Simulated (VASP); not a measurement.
# GaP (e600): single point with PBEsol

The system is GaP (e600).

```
CELL_PARAMETERS angstrom
0.00000 2.71945 2.71945
2.71945 0.00000 2.71945
2.71945 2.71945 0.00000
ATOMIC_POSITIONS crystal
Ga 0.00000 0.00000 0.00000
P 0.25000 0.25000 0.25000
```

```yaml
Program: VASP 6.6.1
Task: single point
Functional: PBEsol
Potentials_or_basis: VASP PAW PBE potentials, release 64 (Ga_d, P)
Cutoff: 500 eV
k_mesh: 8 × 8 × 8
Occupations: gaussian, width 0.02 eV
Spin: no spin polarisation
Dipole_correction: no
Further_INCAR_settings: ALGO = Normal; EDIFF = 1e-06; NBANDS = 16
```

```yaml
Pressure: -0.1 GPa
Band_gap_on_the_k_mesh: 1.50 eV, indirect (least direct gap 1.80 eV)
```

Levels at points of the mesh, in eV from the valence-band top:
| k point | band 7 | band 8 | band 9 | band 10 | band 11 | band 12 |
| --- | --- | --- | --- | --- | --- | --- |
| (0.00, 0.00, 0.00) | 0.00 | 0.00 | 0.00 | 1.80 | 3.83 | 3.83 |
| (0.50, 0.00, 0.00) | -6.73 | -1.14 | -1.14 | 1.60 | 4.65 | 4.65 |
| (0.50, 0.50, 0.00) | -6.84 | -2.74 | -2.74 | 1.50 | 1.71 | 10.60 |

Run time: 22 s on 1 thread of AMD EPYC 7R43 64-Core Processor (Zen 3) (shared host), peak memory 0.13 GiB.

Caveat: the PAW data sets were made with another functional, which shifts forces and pressure a little. A k mesh can miss the band edges.
